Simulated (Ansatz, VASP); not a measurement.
# AlN: VASP beside Ansatz

```
Al N
1.0
     2.86460    0.00000    0.00000
    -1.43230    2.48081    0.00000
     0.00000    0.00000    4.98342
Al N
2 2
Direct
  0.33333 0.66667 0.00151
  0.66667 0.33333 0.50151
  0.33333 0.66667 0.38349
  0.66667 0.33333 0.88349
```

Change from the starting cell: strain -0.080 along x and y, +0.000 along z, atoms carried along.

Alike in both runs: task single point; functional PBEsol; k mesh 12 × 12 × 6; occupations gaussian, width 0.05 eV; no spin polarisation.

|  | VASP | Ansatz |
| --- | --- | --- |
| version | VASP 6.6.1 | Ansatz 0.2.0 |
| potentials or method | VASP PAW PBE potentials, release 64 (Al, N), cutoff 600 eV | scalar-relativistic, plane waves, PAW |
| valence electrons in the cell | 16 | 16 |

```csv
,VASP,Ansatz,Ansatz less VASP
gap on the k mesh at the Fermi level (eV),4.70,4.71,+0.019
least direct gap on the mesh (eV),5.46,5.44,-0.020
pressure (GPa),50.4,49.9,-0.50
"traceless stress, the component that is largest in VASP (GPa)",-36.16,-35.57,+0.593
rms of the force components (eV/Å),0.903,0.884,-0.0198
```

VASP's potentials were made for PBE, not for PBEsol. Atom by atom the forces differ by 0.020 eV/Å (rms over components). Both programs put the cell under a high pressure, so it lies far from rest at this level. With one functional, cell and mesh, what is left measures potentials, basis and numerics.
